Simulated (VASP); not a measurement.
Input of a VASP 6.6.1 run:

The input POSCAR:

```
Bi2Se3
1.0
    2.0814157617      1.2017059503     10.0563465332
   -2.0814157617      1.2017059503     10.0563465332
    0.0000000000     -2.4034119006     10.0563465332
Bi Se
2 3
Direct
    0.3976620322      0.3976620322      0.3976620322
    0.6023379678      0.6023379678      0.6023379678
    0.0000000000      0.0000000000      0.0000000000
    0.2176505110      0.2176505110      0.2176505110
    0.7823494890      0.7823494890      0.7823494890
```

INCAR.step1

```
SYSTEM = Bi2Se3
ALGO = Normal
EDIFF = 1E-4
ENCUT = 520
GGA = PE
ISMEAR = 0
LASPH = .TRUE.
LCHARG = .FALSE.
LREAL = .FALSE.
LWAVE = .TRUE.
NBANDS = 32
NELM = 100
PREC = Accurate
SIGMA = 0.02
```

INCAR.step2

```
SYSTEM = Bi2Se3
ALGO = Normal
EDIFF = 1E-6
ENCUT = 520
ISIF = 2
ISMEAR = 0
ISTART = 1
LASPH = .TRUE.
LCHARG = .TRUE.
LELF = .TRUE.
LMIXTAU = .TRUE.
LREAL = .FALSE.
LVHAR = .TRUE.
LWAVE = .FALSE.
METAGGA = R2SCAN
NBANDS = 32
NELM = 100
PREC = Accurate
SIGMA = 0.02
```

Contents of KPOINTS:

```
k-points
0
G
  6 6 6
  0 0 0
```

Potentials or basis: VASP PAW PBE potentials, release 64 (Bi_d, Se).

The run is started by

```sh
$ cat potpaw_PBE.64/Bi_d/POTCAR potpaw_PBE.64/Se/POTCAR > POTCAR
$ cp INCAR.step1 INCAR
$ mpirun -np 1 vasp_std > vasp.out
$ cp INCAR.step2 INCAR
$ mpirun -np 1 vasp_std > vasp.out
```

Question: What does it give for the largest force?

Answer: 0.018 eV/Å.

Question: Predict the pressure.

Answer: 0.0 GPa.

Question: What does it give for the band gap on the k mesh?

Answer: 0.82 eV.

Forces on the atoms (eV/Å):
```
Bi   0.000  0.000 -0.011
Bi   0.000  0.000  0.011
Se   0.000  0.000  0.000
Se   0.000  0.000 -0.018
Se   0.000  0.000  0.018
```

Caveat: the PAW data sets were made with another functional, which shifts forces and pressure a little; spin-orbit coupling is left out, which moves the levels of the heavy elements. A k mesh can miss the band edges.
